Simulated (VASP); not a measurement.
## SrO: single point with HSE06

Crystal: SrO.

```
CELL_PARAMETERS angstrom
0.00000 2.48108 2.48108
2.48108 0.00000 2.48108
2.48108 2.48108 0.00000
ATOMIC_POSITIONS crystal
Sr 0.00000 0.00000 0.00000
O 0.50000 0.50000 0.50000
```

This cell differs from its parent crystal: strain -3.8%.

| Item | Value |
| --- | --- |
| Program | VASP 6.6.1 |
| Task | single point |
| Functional | HSE06 |
| Potentials or basis | VASP PAW PBE potentials, release 64 (Sr_sv, O) |
| Cutoff | 520 eV |
| k mesh | 6 × 6 × 6 |
| Occupations | gaussian, width 0.01 eV |
| Spin | no spin polarisation |

| Quantity | Value |
| --- | --- |
| Pressure | 14.5 GPa |
| Band gap on the k mesh | 4.68 eV, indirect (the least direct gap lies 1.8 meV higher) |

Levels at points of the mesh, in eV from the valence-band top:
| k point | band 5 | band 6 | band 7 | band 8 | band 9 | band 10 | band 11 | band 12 |
| --- | --- | --- | --- | --- | --- | --- | --- | --- |
| (0.00, 0.00, 0.00) | -14.17 | 0.00 | 0.00 | 0.00 | 6.36 | 8.13 | 8.13 | 8.13 |
| (0.50, 0.00, 0.00) | -13.06 | -2.49 | -1.44 | -1.44 | 8.77 | 10.94 | 11.39 | 11.39 |
| (0.50, 0.50, 0.00) | -14.71 | -0.23 | 0.00 | 0.00 | 4.68 | 10.48 | 12.80 | 13.23 |

Wall time 17 min on 1 thread of Intel(R) Xeon(R) 6975P-C (Granite Rapids), on a shared host, peak memory 0.26 GiB.

Caveat: the cell differs from its parent crystal (strain -3.8%); the PAW data sets were made with another functional, which shifts forces and pressure a little. A k mesh can miss the band edges.
